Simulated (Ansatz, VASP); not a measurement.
## One calculation of Ca, two programs

```
Ca
1.0
     0.00000    2.77090    2.77090
     2.77090    0.00000    2.77090
     2.77090    2.77090    0.00000
Ca
1
Direct
  0.00000 0.00000 0.00000
```

Alike in both runs: task single point; functional BLYP; k mesh 10 × 10 × 10; occupations fermi-dirac, width 0.1 eV; non-collinear spin, spin-orbit coupling.

```csv
,VASP,Ansatz
version,VASP 6.6.1,Ansatz 0.2.0
potentials or method,"VASP PAW PBE potentials, release 64 (Ca_sv), cutoff 520 eV","plane waves (420 eV) with PAW, fully relativistic with spin-orbit coupling"
valence electrons in the cell,10,10
```

```tsv
	VASP	Ansatz	Ansatz less VASP
net moment per atom (μB)	0.00	0.00	0.000
```

VASP's potentials were made for PBE, not for BLYP.
